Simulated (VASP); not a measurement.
# Rb (I4/mmm) in VASP: a series of runs

Runs on Rb. Level: PBE+D3(BJ). Tasks: single point.

Program: VASP 6.6.1. These are calculated values, not measurements. Logs are shortened: lines on timing, memory, paths and dates and some standing lists are left out, and cuts for length are marked.

## Step 1: The cell of the first run

It takes space group I4/mmm (No. 139, tetragonal). The conventional cell has a = 4.736 Å, b = 4.736 Å, c = 7.571 Å, α = 90.00°, β = 90.00°, γ = 90.00°.

## Step 2: Single point, PBE+D3(BJ) (strain -0.080 along x and y, +0.040 along z)

INCAR reads:

```
PREC = Accurate
ENCUT = 520
EDIFF = 1E-6
ISMEAR = 0
SIGMA = 0.15
LREAL = False
LASPH = True
NELM = 80
ALGO = Fast
ISIF = 2
LWAVE = False
LCHARG = True
GGA = PE
IVDW = 12
LELF = True
LVHAR = True
NBANDS = 10
```

KPOINTS reads:

```
regular mesh
0
Gamma
  12 12 12
```

POSCAR reads:

```
Rb
1.0
    0.0000000000      3.3486938964      3.7854800568
    3.3486938964      0.0000000000      3.7854800568
    3.3486938964      3.3486938964      0.0000000000
Rb
1
Direct
    0.0000000000      0.0000000000      0.0000000000
```

Potentials or basis: VASP PAW PBE potentials, release 64 (Rb_sv).

The run is started by

```
$ cat potpaw_PBE.64/Rb_sv/POTCAR > POTCAR
$ mpirun -np 1 vasp_std > vasp.out
```

OUTCAR:

```text
PREC = Accurate
   ENCUT = 520
   EDIFF = 1E-6
   ISMEAR = 0
   LREAL = False
   LASPH = True
   NELM = 80
   ISIF = 2
   GGA = PE
   IVDW = 12
 IVDW          = 12

 ion  position               nearest neighbor table
   1  0.000  0.000  0.000-

  LATTYP: Found a body centered tetragonal cell.
 ALAT       =     4.7357683245
 C/A-ratio  =     1.5986762009

  Lattice vectors:

 A1 = (  -3.3486938964,   0.0000000000,   3.7854800568)
 A2 = (   3.3486938964,   0.0000000000,   3.7854800568)
 A3 = (   0.0000000000,   3.3486938964,  -3.7854800568)

Analysis of symmetry for initial positions (statically):
=====================================================================
 Subroutine PRICEL returns:
 Original cell was already a primitive cell.

 Routine SETGRP: Setting up the symmetry group for a
 body centered tetragonal supercell.

 Subroutine GETGRP returns: Found 16 space group operations
 (whereof 16 operations were pure point group operations)
 out of a pool of 16 trial point group operations.

The static configuration has the point symmetry D_4h.

Analysis of symmetry for dynamics (positions and initial velocities):
=====================================================================
 Subroutine PRICEL returns:
 Original cell was already a primitive cell.

 Routine SETGRP: Setting up the symmetry group for a
 body centered tetragonal supercell.

 Subroutine GETGRP returns: Found 16 space group operations
 (whereof 16 operations were pure point group operations)
 out of a pool of 16 trial point group operations.

The dynamic configuration has the point symmetry D_4h.

 Subroutine INISYM returns: Found 16 space group operations
 (whereof 16 operations are pure point group operations),
 and found     1 'primitive' translations

----------------------------------------------------------------------------------------

                                     Primitive cell

  volume of cell :      84.8989

  direct lattice vectors                    reciprocal lattice vectors
     0.000000000  3.348693896  3.785480057    -0.149311945  0.149311945  0.132083644
     3.348693896  0.000000000  3.785480057     0.149311945 -0.149311945  0.132083644
     3.348693896  3.348693896  0.000000000     0.149311945  0.149311945 -0.132083644

  length of vectors
     5.054068665  5.054068665  4.735768325     0.249066664  0.249066664  0.249066664

  position of ions in fractional coordinates (direct lattice)
     0.000000000  0.000000000  0.000000000

  ion indices of the primitive-cell ions
   primitive index   ion index
                 1           1

----------------------------------------------------------------------------------------

 KPOINTS: regular mesh

Automatic generation of k-mesh.
 Grid dimensions read from file:
 generate k-points for:   12   12   12

 Generating k-lattice:

  Cartesian coordinates                     Fractional coordinates (reciprocal lattice)
    -0.012442662  0.012442662  0.011006970     0.083333333  0.000000000  0.000000000
     0.012442662 -0.012442662  0.011006970     0.000000000  0.083333333  0.000000000
     0.012442662  0.012442662 -0.011006970    -0.000000000 -0.000000000  0.083333333

  Length of vectors
     0.020755555  0.020755555  0.020755555

  Shift w.r.t. Gamma in fractional coordinates (k-lattice)
     0.000000000  0.000000000  0.000000000

 Subroutine IBZKPT returns following result:
 ===========================================

 Found    163 irreducible k-points:

 Following reciprocal coordinates:
            Coordinates               Weight
  0.000000  0.000000  0.000000      1.000000
  0.083333 -0.000000  0.000000      8.000000
  0.166667  0.000000  0.000000      8.000000
  0.250000  0.000000  0.000000      8.000000
  0.333333 -0.000000  0.000000      8.000000
  0.416667  0.000000  0.000000      8.000000
[... 16 lines left out ...]
  0.500000  0.166667  0.000000      8.000000
 -0.416667  0.166667  0.000000      8.000000
 [... further k-points ...]
   k-points           NKPTS =    163   k-points in BZ     NKDIM =    163   number of bands    NBANDS=     10
   number of dos      NEDOS =    301   number of ions     NIONS =      1
   total plane-waves  NPLWV =  57600
   dimension x,y,z NGX =    40 NGY =   40 NGZ =   36
   dimension x,y,z NGXF=    80 NGYF=   80 NGZF=   72
   ions per type =               1
   NGX,Y,Z   is equivalent  to a cutoff of  13.16, 13.16, 12.64 a.u.
   NGXF,Y,Z  is equivalent  to a cutoff of  26.31, 26.31, 25.28 a.u.
 SYSTEM =  unknown system
   PREC   = accura    normal or accurate (medium, high low for compatibility)
   ISTART =      0    job   : 0-new  1-cont  2-samecut
   ICHARG =      2    charge: 1-file 2-atom 10-const
   ISPIN  =      1    spin polarized calculation?
   LNONCOLLINEAR =      F non collinear calculations
   LSORBIT =      F    spin-orbit coupling
   LASPH  =      T    aspherical Exc in radial PAW
   ENCUT  =  520.0 eV  38.22 Ry    6.18 a.u.   9.40  9.40  8.81*2*pi/ulx,y,z
   NELM   =     80;   NELMIN=  2; NELMDL= -5     # of ELM steps
   EDIFF  = 0.1E-05   stopping-criterion for ELM
   LREAL  =      F    real-space projection
   EDIFFG = 0.1E-04   stopping-criterion for IOM
   NSW    =      0    number of steps for IOM
   IBRION =     -1    ionic relax: 0-MD 1-quasi-New 2-CG
   NFREE  =      0    steps in history (QN), initial steepest desc. (CG)
   ISIF   =      2    stress and relaxation
   ISYM   =      2    0-nonsym 1-usesym 2-fastsym
   POTIM  = 0.5000    time-step for ionic-motion
   TEBEG  =    0.0;   TEEND  =   0.0 temperature during run
   PSTRESS=    0.0 pullay stress
   NELECT =       9.0000    total number of electrons
   NUPDOWN=      -1.0000    fix difference up-down
   EMIN   =  10.00;   EMAX   =-10.00  energy-range for DOS
   EFERMI =   0.00;   METHOD = LEGACY
   ISMEAR =     0;   SIGMA  =   0.15  broadening in eV -4-tet -1-fermi 0-gaus
   EFERMI_NEDOS =   21; number of points for ismear=-14 and -15
   IALGO  =     68    algorithm
   IMIX   =      4    mixing-type and parameters
     AMIX     =   0.40;   BMIX     =  1.00
     AMIX_MAG =   1.60;   BMIX_MAG =  1.00
  volume/ion in A,a.u.               =      84.90       572.93
  Fermi-wavevector in a.u.,A,eV,Ry     =   0.774798  1.464156  8.167736  0.600312
  Thomas-Fermi vector in A             =   1.876930
   LORBIT       =      0    0 simple, 1 ext, 2 COOP (PROOUT), +10 PAW based schemes
   GGA     = PE    functional components
   LHFCALC =     F    Hartree Fock is set to
   AEXX    =    0.0000 exact exchange contribution
   IVDW    =    12    specifies the selected vdW correction
   LEPSILON=     F    determine dielectric tensor
   LRPA    =     F    only Hartree local field effects (RPA)
 non-spin polarized calculation
 RMM-DIIS sequential band-by-band and
 Gauss-broadening in eV      SIGMA  =   0.15
  energy-cutoff  :      520.00
  volume of cell :       84.90
 maximum number of plane-waves:      2319
 NGX is ok and might be reduce to    40
   NGX = 19   NGY = 19   NGZ = 17

 number of electron       9.0000000 magnetization

 Free energy of the ion-electron system (eV)
  ---------------------------------------------------
  ext. energy  EPLUGINS =         0.00000000
  ---------------------------------------------------
  free energy    TOTEN  =        -0.93468746 eV

  energy without entropy =       -0.92474689  energy(sigma->0) =       -0.92971718

 E-fermi :   0.1772     XC(G=0):  -5.6355

 val. band max:        0.1757494208   @ k =  -0.3333   0.1667   0.0833
 cond. band min:       0.1854249970   @ k =   0.5000   0.0833   0.2500
 fundamental gap:      0.0096755762
 Fermi energy:         0.1772382204

 k-point     1 :       0.0000    0.0000    0.0000
  band No.  band energies     occupation
      1     -28.6968      2.00000
      2     -12.7347      2.00000
      3     -12.7296      2.00000
      4     -12.7296      2.00000
      5      -1.8916      2.00000
      6       3.5607      0.00000
      7       4.0280      0.00000
      8       4.0280      0.00000
      9       4.6045      0.00000
     10       5.6951      0.00000

 k-point     2 :       0.0833   -0.0000    0.0000
  band No.  band energies     occupation
      1     -28.6964      2.00000
      2     -12.7400      2.00000
      3     -12.7346      2.00000
      4     -12.7300      2.00000
      5      -1.8083      2.00000
      6       3.5074      0.00000
      7       3.8607      0.00000
      8       4.0730      0.00000
      9       4.5535      0.00000
     10       5.5551      0.00000

 k-point     3 :       0.1667    0.0000    0.0000
  band No.  band energies     occupation
      1     -28.6953      2.00000
      2     -12.7628      2.00000
      3     -12.7397      2.00000
      4     -12.7311      2.00000
      5      -1.5641      2.00000
      6       3.1148      0.00000
      7       3.7251      0.00000
      8       4.1769      0.00000
      9       4.5531      0.00000
     10       5.3051      0.00000

 k-point     4 :       0.2500    0.0000    0.0000
  band No.  band energies     occupation
      1     -28.6939      2.00000
      2     -12.7944      2.00000
      3     -12.7458      2.00000
      4     -12.7326      2.00000
      5      -1.1763      2.00000
      6       2.5320      0.00000
      7       3.6006      0.00000
      8       4.2212      0.00000
      9       4.7750      0.00000
     10       5.2297      0.00000
[... 222 lines left out ...]
 k-point    22 :       0.4167    0.1667    0.0000
  band No.  band energies     occupation
      1     -28.6922      2.00000
      2     -12.8187      2.00000
      3     -12.7660      2.00000
      4     -12.7422      2.00000
      5      -0.3721      2.00000
      6       1.9109      0.00000
      7       2.7565      0.00000
      8       4.2789      0.00000
      9       4.9627      0.00000
     10       6.0260      0.00000

 k-point    23 :       0.5000    0.1667    0.0000
  band No.  band energies     occupation
      1     -28.6913      2.00000
      2     -12.8366      2.00000
      3     -12.7733      2.00000
      4     -12.7411      2.00000
      5       0.2000      0.83022
      6       1.3535      0.00000
      7       2.6473      0.00000
      8       4.1825      0.00000
      9       5.1472      0.00000
     10       6.0883      0.00000

 k-point    24 :      -0.4167    0.1667    0.0000
  band No.  band energies     occupation
      1     -28.6909      2.00000
      2     -12.8459      2.00000
      3     -12.7748      2.00000
      4     -12.7386      2.00000
      5       0.5851      0.00012
      6       0.9753      0.00000
      7       2.5951      0.00000
      8       4.1379      0.00000
      9       5.3157      0.00000
     10       5.8504      0.00000

 [... further k-points ...]

------------------------ aborting loop because EDIFF is reached ----------------------------------------

 Edisp (eV)   -0.10850

 E8    (eV) :    -0.0621

  FORCE on cell =-STRESS in cart. coord.  units (eV):
  Direction    XX          YY          ZZ          XY          YZ          ZX
  --------------------------------------------------------------------------------------
  -------------------------------------------------------------------------------------
  Total       0.04974     0.04974    -0.04156     0.00000     0.00000     0.00000
  in kB       0.93866     0.93866    -0.78436     0.00000     0.00000     0.00000
  external pressure =        0.36 kB  Pullay stress =        0.00 kB

 VOLUME and BASIS-vectors are now :
 -----------------------------------------------------------------------------
  energy-cutoff  :      520.00
  volume of cell :       84.90
      direct lattice vectors                 reciprocal lattice vectors
     0.000000000  3.348693896  3.785480057    -0.149311945  0.149311945  0.132083644
     3.348693896  0.000000000  3.785480057     0.149311945 -0.149311945  0.132083644
     3.348693896  3.348693896  0.000000000     0.149311945  0.149311945 -0.132083644

 POSITION                                       TOTAL-FORCE (eV/Angst)
 -----------------------------------------------------------------------------------
      0.00000      0.00000      0.00000         0.000000      0.000000     -0.000000
 -----------------------------------------------------------------------------------
    total drift:                               -0.000000     -0.000000     -0.000000

  FREE ENERGIE OF THE ION-ELECTRON SYSTEM (eV)
  ---------------------------------------------------
  free  energy   TOTEN  =        -1.0431918353 eV

  energy  without entropy=       -1.0332512609  energy(sigma->0) =       -1.03822155
```

Run time: 88 s. Hardware: 1 thread of Intel Xeon Platinum 8488C (Sapphire Rapids), shared host; peak memory 0.32 GiB.

What came out:

```
Free energy                : -1.0432 eV
Pressure                   : 0.0 GPa
Band gap on the k mesh     : zero (an odd number of electrons rules out a gap without spin polarisation)
Dispersion energy per atom : -0.108 eV
```

Levels at points of the mesh, in eV from the Fermi level:
```
           k point  band 2  band 3  band 4  band 5  band 6  band 7  band 8  band 9
(0.00, 0.00, 0.00)  -12.91  -12.91  -12.91   -2.07    3.38    3.85    3.85    4.43
(0.50, 0.00, 0.00)  -13.03  -12.94  -12.91    0.13    0.71    3.09    3.79    5.67
(0.50, 0.50, 0.00)  -13.01  -12.93  -12.93    0.33    1.00    2.03    5.22    5.22
(0.50, 0.00, 0.50)  -13.03  -12.98  -12.94    0.71    1.73    1.78    4.38    4.65
```

Caveat: the cell differs from its parent crystal (strain -0.080 along x and y, +0.040 along z).

## Step 3: Single point, PBE+D3(BJ) (strain -0.080 along x and y, +0.080 along z)

INCAR reads:

```
SYSTEM = Rb
ALGO = Fast
EDIFF = 1E-6
ENCUT = 520
GGA = PE
ISIF = 2
ISMEAR = 0
IVDW = 12
LASPH = .True.
LCHARG = .False.
LREAL = .False.
LWAVE = .False.
NBANDS = 10
NELM = 80
PREC = Accurate
SIGMA = 0.15
```

KPOINTS reads:

```
k-points
0
Gamma
  12 12 12
  0 0 0
```

POSCAR reads:

```
Rb
1.0
    0.0000000000      3.3486938964      3.9310754436
    3.3486938964      0.0000000000      3.9310754436
    3.3486938964      3.3486938964      0.0000000000
Rb
1
Direct
    0.0000000000      0.0000000000      0.0000000000
```

Potentials or basis: VASP PAW PBE potentials, release 64 (Rb_sv).

The run is started by

```
$ cat potpaw_PBE.64/Rb_sv/POTCAR > POTCAR
$ mpirun -np 1 vasp_std > vasp.out
```

OUTCAR:

```text
SYSTEM = Rb
   EDIFF = 1E-6
   ENCUT = 520
   GGA = PE
   ISIF = 2
   ISMEAR = 0
   IVDW = 12
   LASPH = .True.
   LREAL = .False.
   NELM = 80
   PREC = Accurate
 IVDW          = 12

 ion  position               nearest neighbor table
   1  0.000  0.000  0.000-

  LATTYP: Found a body centered tetragonal cell.
 ALAT       =     4.7357683245
 C/A-ratio  =     1.6601637471

  Lattice vectors:

 A1 = (  -3.3486938964,   0.0000000000,   3.9310754436)
 A2 = (   3.3486938964,   0.0000000000,   3.9310754436)
 A3 = (   0.0000000000,   3.3486938964,  -3.9310754436)
[... 494 lines left out ...]

------------------------ aborting loop because EDIFF is reached ----------------------------------------

 Edisp (eV)   -0.10463

 E8    (eV) :    -0.0599

  FORCE on cell =-STRESS in cart. coord.  units (eV):
  Direction    XX          YY          ZZ          XY          YZ          ZX
  --------------------------------------------------------------------------------------
  -------------------------------------------------------------------------------------
  Total       0.00339     0.00339    -0.13395     0.00000     0.00000     0.00000
  in kB       0.06163     0.06163    -2.43420     0.00000     0.00000     0.00000
  external pressure =       -0.77 kB  Pullay stress =        0.00 kB

 VOLUME and BASIS-vectors are now :
 -----------------------------------------------------------------------------
  energy-cutoff  :      520.00
  volume of cell :       88.16
      direct lattice vectors                 reciprocal lattice vectors
     0.000000000  3.348693896  3.931075444    -0.149311945  0.149311945  0.127191657
     3.348693896  0.000000000  3.931075444     0.149311945 -0.149311945  0.127191657
     3.348693896  3.348693896  0.000000000     0.149311945  0.149311945 -0.127191657

 POSITION                                       TOTAL-FORCE (eV/Angst)
 -----------------------------------------------------------------------------------
      0.00000      0.00000      0.00000         0.000000      0.000000      0.000000
 -----------------------------------------------------------------------------------
    total drift:                                0.000000     -0.000000     -0.000000

  FREE ENERGIE OF THE ION-ELECTRON SYSTEM (eV)
  ---------------------------------------------------
  free  energy   TOTEN  =        -1.0399037629 eV

  energy  without entropy=       -1.0297271270  energy(sigma->0) =       -1.03481544
```

Run time: 79 s. Hardware: 1 thread of Intel Xeon Platinum 8488C (Sapphire Rapids), shared host; peak memory 0.32 GiB.

What came out:

```yaml
Free_energy: -1.0399 eV
Pressure: -0.1 GPa
Band_gap_on_the_k_mesh: zero (an odd number of electrons rules out a gap without spin polarisation)
Dispersion_energy_per_atom: -0.105 eV
```

Caveat: the cell differs from its parent crystal (strain -0.080 along x and y, +0.080 along z).

## Step 4: Single point, PBE+D3(BJ) (strain +0.000 along x and y, -0.080 along z)

INCAR reads:

```
  ALGO = Fast
  EDIFF = 1E-6
  ENCUT = 520
  GGA = PE
  ISIF = 2
  ISMEAR = 0
  IVDW = 12
  LASPH = T
  LCHARG = F
  LREAL = F
  LWAVE = F
  NBANDS = 10
  NELM = 100
  PREC = Accurate
  SIGMA = 0.15
```

KPOINTS reads:

```
k-points
0
Gamma
  12 12 12
```

POSCAR reads:

```
Rb
1.0
    0.0000000000      3.6398846700      3.3486938964
    3.6398846700      0.0000000000      3.3486938964
    3.6398846700      3.6398846700      0.0000000000
Rb
1
Direct
    0.0000000000      0.0000000000      0.0000000000
```

The run is started by

```
$ cat potpaw_PBE.64/Rb_sv/POTCAR > POTCAR
$ mpirun -np 1 vasp_std > vasp.out
```

Wall time 89 s (1 thread of Intel Xeon Platinum 8488C (Sapphire Rapids), shared host); peak memory 0.33 GiB.

It converged, with:

```yaml
Free_energy: -1.0450 eV
Pressure: -0.1 GPa
Band_gap_on_the_k_mesh: zero (an odd number of electrons rules out a gap without spin polarisation)
Dispersion_energy_per_atom: -0.104 eV
```

Levels at points of the mesh, in eV from the Fermi level:
```
           k point  band 1  band 2  band 3  band 4  band 5  band 6  band 7  band 8  band 9  band 10
(0.00, 0.00, 0.00)  -28.88  -12.92  -12.92  -12.92   -2.00    3.55    3.55    3.83    4.66     5.18
(0.50, 0.00, 0.00)  -28.88  -13.03  -12.94  -12.93    0.14    0.68    3.18    3.65    5.60     5.72
(0.50, 0.50, 0.00)  -28.88  -13.02  -12.97  -12.97    0.79    1.67    1.82    4.25    4.25     5.01
(0.50, 0.00, 0.50)  -28.88  -13.02  -12.96  -12.95    0.53    1.27    1.92    4.66    4.85     4.94
```

Caveat: the cell differs from its parent crystal (strain +0.000 along x and y, -0.080 along z).

## Step 5: The runs side by side

```csv
cell,gap on the mesh (eV),pressure (GPa)
"a = 5.054, b = 5.054, c = 4.736 Å, angles 62.1, 62.1, 55.9°, 1 atom",none,0.0
"a = 5.164, b = 5.164, c = 4.736 Å, angles 62.7, 62.7, 54.6°, 1 atom",none,-0.1
"a = 4.946, b = 4.946, c = 5.148 Å, angles 58.6, 58.6, 62.7°, 1 atom",none,-0.1
```

Alike in all rows: task single point; level PBE+D3(BJ); potentials or basis VASP PAW PBE potentials, release 64 (Rb_sv); no spin polarisation; k mesh 12 × 12 × 12; cutoff (eV) 520; smearing gaussian 0.15 eV.

Total energies depend on the potentials used, so only differences within one code and one set of settings carry meaning.
